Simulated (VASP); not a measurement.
BN, 4 atoms in the cell. It takes space group P6_3mc (No. 186, hexagonal). Conventional cell: a = 2.582 Å, b = 2.582 Å, c = 4.208 Å, α = 90.00°, β = 90.00°, γ = 120.00°. Within 2.1 Å of B (site symmetry 3m) lie 4 N at 1.58 Å. Within 2.1 Å of N (site symmetry 3m) lie 4 B at 1.58 Å.  This cell differs from its parent crystal: strain +0.015 along x and y, +0.000 along z.

- Program: VASP 6.6.1
- Task: single point
- Functional: r2SCAN
- Potentials or basis: VASP PAW PBE potentials, release 64 (B, N)
- Cutoff: 520 eV
- k mesh: 12 × 12 × 6
- Occupations: gaussian, width 0.05 eV
- Spin: no spin polarisation
- Dipole correction: no
- Further INCAR settings: ALGO = Normal; EDIFF = 1e-06; NBANDS = 16

Potentials or basis: VASP PAW PBE potentials, release 64 (B, N).

Run with:

```console
$ cat potpaw_PBE.64/B/POTCAR potpaw_PBE.64/N/POTCAR > POTCAR
$ cp INCAR.step1 INCAR
$ mpirun -np 1 vasp_std > vasp.out
$ cp INCAR.step2 INCAR
$ mpirun -np 1 vasp_std > vasp.out
```

Hardware: 1 thread of Intel(R) Xeon(R) Platinum 8259CL CPU @ 2.50GHz (Skylake/Cascade Lake) (shared host).

Q: Estimate the wall time of this run.

A: Run time: 75 s on 1 thread of Intel(R) Xeon(R) Platinum 8259CL CPU @ 2.50GHz (Skylake/Cascade Lake), with other jobs on the host, peak memory 0.15 GiB. Counts: k points 76.
